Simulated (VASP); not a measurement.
TePtSe3, 5 atoms in the cell. The structure is tetragonal, space group P4mm (No. 99). Conventional cell: a = 5.517 Å, b = 5.517 Å, c = 4.489 Å, α = 90.00°, β = 90.00°, γ = 90.00°. Te (site symmetry 4mm) has 1 Se at 1.88 Å within 2.5 Å. Within 3.7 Å of Pt (site symmetry 4mm) lie 4 Se at 2.83 Å. Se (site symmetry 4mm) has 1 Te at 1.88 Å within 2.5 Å. Se (site symmetry 2mm) has 2 Pt at 2.83 Å and 2 Te at 2.97 Å and 2 Se at 3.15 Å within 3.7 Å. The cell was built from a structure type or drawn by symmetry, and may not be a known phase.

| Quantity | Value |
| --- | --- |
| Program | VASP 6.6.1 |
| Task | single point |
| Functional | PBE |
| Potentials or basis | VASP PAW PBE potentials, release 64 (Te, Pt, Se) |
| Cutoff | 520 eV |
| k mesh | 4 × 4 × 4 |
| Occupations | gaussian, width 0.1 eV |
| Spin | collinear spin |
| Starting moments | [0.0, 1.0, 0.0, 0.0, 0.0] μB |
| Dipole correction | no |
| Further INCAR settings | ALGO = Normal; EDIFF = 1e-07; NBANDS = 29 |

Potentials or basis: VASP PAW PBE potentials, release 64 (Te, Pt, Se).

The run is started by

```bash
$ cat potpaw_PBE.64/Te/POTCAR potpaw_PBE.64/Pt/POTCAR potpaw_PBE.64/Se/POTCAR > POTCAR
$ mpirun -np 1 vasp_std > vasp.out
```

Hardware: 1 thread of AMD EPYC 7R13 Processor (Zen 3), on a shared host.

**Question.** Estimate the wall time of this run.

**Answer.** Run time: 2.5 min on 1 thread of AMD EPYC 7R13 Processor (Zen 3) (shared host), peak memory 0.32 GiB. Counts: scf iterations 18, k points 18.
